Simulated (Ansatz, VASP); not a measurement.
MgO in VASP and in Ansatz

Contents of POSCAR:

```
MgO
1.0
    0.0000000000      2.1636000000      2.1636000000
    2.1636000000      0.0000000000      2.1636000000
    2.1636000000      2.1636000000      0.0000000000
Mg O
1 1
Direct
    0.0000000000      0.0000000000      0.0000000000
    0.5000000000      0.5000000000      0.5000000000
```

The input INCAR.step1:

```
SYSTEM = MgO
  PREC = Accurate
  ENCUT = 660
  ISMEAR = 0
  SIGMA = 0.01
  LREAL = .False.
  LASPH = .True.
  NELM = 120
  NBANDS = 11
  GGA = PE
  ALGO = Normal
  EDIFF = 1E-5
  LWAVE = .True.
  LCHARG = .False.
  GGA_COMPAT = .False.
```

INCAR.step2

```
SYSTEM = MgO
  PREC = Accurate
  ENCUT = 660
  EDIFF = 1E-6
  ISMEAR = 0
  SIGMA = 0.01
  LREAL = .False.
  LASPH = .True.
  NELM = 120
  ALGO = Normal
  ISIF = 2
  LWAVE = .False.
  LCHARG = .False.
  METAGGA = R2SCAN
  LMIXTAU = .True.
  NBANDS = 11
  ISTART = 1
  GGA_COMPAT = .False.
```

KPOINTS

```
Automatic mesh
0
Gamma
  8 8 8
  0 0 0
```

Input for Ansatz:

```yaml
crystal:
  lattice:
    - [0.0, 2.1636, 2.1636]
    - [2.1636, 0.0, 2.1636]
    - [2.1636, 2.1636, 0.0]
  atoms:
    - { symbol: Mg, position: [0.0, 0.0, 0.0] }
    - { symbol: O, position: [0.5, 0.5, 0.5] }
hamiltonian:
  xc: r2scan
  pseudopotentials: { kind: paw }
basis:
  ecutwfc: 500
kpoints:
  mp_grid: { grid: [8, 8, 8] }
scf:
  occupations: { method: fixed }
  lower_state_search: "off"
  max_iter: 50
output:
  forces: true
  stress: true
```

Alike in both runs: task single point; functional r2SCAN; k mesh 8 × 8 × 8; no spin polarisation.

```csv
,VASP,Ansatz
version,VASP 6.6.1,Ansatz 0.2.0
potentials or method,"VASP PAW PBE potentials, release 64 (Mg, O), cutoff 660 eV","PAW, plane waves, scalar-relativistic"
occupations,"gaussian, width 0.01 eV",fixed
valence electrons in the cell,8,16
```

```tsv
	VASP	Ansatz	Ansatz less VASP
pressure (GPa)	-13.4	-12.1	+1.33
```

VASP's potentials were made for PBE, not for r2SCAN. VASP's potentials hold 8 valence electrons a cell and Ansatz's 16, so a difference there can come from the potentials and not from the codes.
